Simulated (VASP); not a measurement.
TiTe2: single point with PBE+D4

Slab: TiTe2, a slab with vacuum.

```
CELL_PARAMETERS angstrom
3.77700 0.00000 0.00000
-1.88850 3.27098 0.00000
0.00000 0.00000 23.28833
ATOMIC_POSITIONS crystal
Ti 0.00000 0.00000 0.25764
Ti 0.00000 0.00000 0.53666
Te 0.66667 0.33333 0.33097
Te 0.33333 0.66667 0.46334
Te 0.66667 0.33333 0.60999
Te 0.33333 0.66667 0.74236
```

```
Program             : VASP 6.6.1
Task                : single point
Functional          : PBE
Dispersion          : D4
Potentials or basis : VASP PAW PBE potentials, release 64 (Ti_sv, Te)
Cutoff              : 400 eV
k mesh              : 6 × 6 × 1
Occupations         : methfessel-paxton, width 0.1 eV
Spin                : no spin polarisation
```

```
Largest force              : 0.995 eV/Å
Band gap on the k mesh     : zero (band 24 reaches 2.36 eV, above the bottom of band 25 at 1.65 eV)
Dispersion energy per atom : -0.368 eV
```

Forces on the atoms (eV/Å):
```
Ti   0.000  0.000  0.995
Ti   0.000  0.000  0.157
Te   0.000  0.000 -0.874
Te   0.000  0.000 -0.069
Te   0.000  0.000  0.056
Te   0.000  0.000 -0.265
```

Levels at points of the mesh, in eV from the Fermi level:
```tsv
k point	band 22	band 23	band 24	band 25	band 26	band 27
(0.00, 0.00, 0.00)	0.57	0.57	0.64	0.64	0.85	1.09
(0.50, 0.00, 0.00)	-0.68	-0.26	0.00	0.08	0.29	0.66
```

It took 2.6 min on 1 thread of Intel(R) Xeon(R) Platinum 8488C (Sapphire Rapids), with other jobs on the host, peak memory 0.34 GiB.

Caveat: spin-orbit coupling is left out, which moves the levels of the heavy elements.
